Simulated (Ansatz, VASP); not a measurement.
**Two plane-wave programs on KMgF3**

The input INCAR:

```
SYSTEM = KMgF3
PREC = Accurate ; ENCUT = 600
EDIFF = 1E-7 ; ISMEAR = 0
SIGMA = 0.1 ; LREAL = .FALSE.
LASPH = .TRUE. ; NELM = 100
ALGO = Normal ; ISIF = 3
LWAVE = .FALSE. ; LCHARG = .FALSE.
GGA = PE ; IBRION = 2
NSW = 90 ; EDIFFG = -0.04
```

File KPOINTS:

```
regular mesh
0
G
  6 6 4
  0 0 0
```

The input POSCAR:

```
KMgF3
1.0
    5.5588457100      0.0000000000      0.0000000000
   -2.7794228550      4.8141016005      0.0000000000
    0.0000000000      0.0000000000      4.7492092122
K Mg F
2 2 6
Direct
    0.0000000000      0.0000000000      0.5000000000
    0.0000000000      0.0000000000      0.0000000000
    0.3333333333      0.6666666667      0.7500000000
    0.6666666667      0.3333333333      0.2500000000
    0.1460000000      0.2919999999      0.2500000000
    0.8540000000      0.1460000000      0.7500000000
    0.8540000000      0.7080000001      0.7500000000
    0.1460000000      0.8540000000      0.2500000000
    0.7080000001      0.8540000000      0.2500000000
    0.2919999999      0.1460000000      0.7500000000
```

Input for Ansatz:

```yaml
crystal:
  lattice:
    - [5.55884571, 0.0, 0.0]
    - [-2.779422855, 4.8141016005, 0.0]
    - [0.0, 0.0, 4.7492092122]
  atoms:
    - { symbol: K, position: [0.0, 0.0, 0.5] }
    - { symbol: K, position: [0.0, 0.0, 0.0] }
    - { symbol: Mg, position: [0.3333333333, 0.6666666667, 0.75] }
    - { symbol: Mg, position: [0.6666666667, 0.3333333333, 0.25] }
    - { symbol: F, position: [0.146, 0.2919999999, 0.25] }
    - { symbol: F, position: [0.854, 0.146, 0.75] }
    - { symbol: F, position: [0.854, 0.7080000001, 0.75] }
    - { symbol: F, position: [0.146, 0.854, 0.25] }
    - { symbol: F, position: [0.7080000001, 0.854, 0.25] }
    - { symbol: F, position: [0.2919999999, 0.146, 0.75] }
basis:
  ecutwfc: 420
kpoints:
  mp_grid: { grid: [6, 6, 4] }
hamiltonian:
  xc: pbe
scf:
  occupations: { method: gaussian, width: 0.1 }
  lower_state_search: "off"
output:
  forces: true
  stress: true
  eigenvalues: true
relax:
  adjacent_minimum: "off"
  f_tol: 0.04
  max_steps: 70
  cell: { stress_tol: 0.4 }
```

Alike in both runs: task relaxation of cell and atoms; functional PBE; k mesh 6 × 6 × 4; occupations gaussian, width 0.1 eV; no spin polarisation.

|  | VASP | Ansatz |
| --- | --- | --- |
| version | VASP 6.6.1 | Ansatz 0.2.0 |
| potentials or method | VASP PAW PBE potentials, release 64 (K_sv, Mg, F), cutoff 600 eV | scalar-relativistic, plane waves, PAW |
| valence electrons in the cell | 64 | 80 |

Ansatz gave:

| Property | Result |
| --- | --- |
| gap on the k mesh at the Fermi level, each at its own relaxed structure (eV) | 2.10 |
| relaxed volume (Å³/atom) | 15.72 |
| relaxed cell length with the largest relative difference (Å) | 4.581 |

Task: What did VASP give for the same quantities?

Result: gap on the k mesh at the Fermi level, each at its own relaxed structure (eV): 2.00; relaxed volume (Å³/atom): 15.79; relaxed cell length with the largest relative difference (Å): 4.607.

VASP's potentials hold 64 valence electrons a cell and Ansatz's 80, so a difference there can come from the potentials and not from the codes.

Noted on VASP's run: the volume moved by over 15 % at a fixed basis, so the end points are rough.
